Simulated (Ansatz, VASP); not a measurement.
AgO2: VASP beside Ansatz

```
Ag O
1.0
     3.12703   -1.81077    0.00000
     3.12703    1.81077    0.00000
    -2.22268    0.00000    3.60713
Ag O
1 2
Direct
  0.50000 0.50000 0.50000
  0.06642 0.06642 0.19216
  0.93358 0.93358 0.80784
```

Change from the starting cell: species swapped into the CaC2 type (P-1, No. 2).

Alike in both runs: task single point; functional PBE; k mesh 6 × 6 × 6; occupations gaussian, width 0.1 eV; collinear spin.

|  | VASP | Ansatz |
| --- | --- | --- |
| version | VASP 6.6.1 | Ansatz 0.2.0 |
| potentials or method | VASP PAW PBE potentials, release 64 (Ag, O), cutoff 520 eV | scalar-relativistic, plane waves, PAW |
| valence electrons in the cell | 23 | 31 |

Ansatz gave:

| Property | Result |
| --- | --- |
| gap on the k mesh at the Fermi level (eV) | none |
| pressure (GPa) | -0.4 |
| traceless stress, the component that is largest in VASP (GPa) | -0.11 |
| rms of the force components (eV/Å) | 0.023 |
| net moment per atom (μB) | 0.00 |

What did VASP give for the same quantities?

gap on the k mesh at the Fermi level (eV): none; pressure (GPa): -0.2; traceless stress, the component that is largest in VASP (GPa): 1.09; rms of the force components (eV/Å): 0.127; net moment per atom (μB): 0.00.

Atom by atom the forces differ by 0.143 eV/Å (rms over components). A gap of «none» marks a metal or a gap that the smearing closes. VASP's potentials hold 23 valence electrons a cell and Ansatz's 31, so a difference there can come from the potentials and not from the codes. Ansatz's warnings: seeded moment not kept.
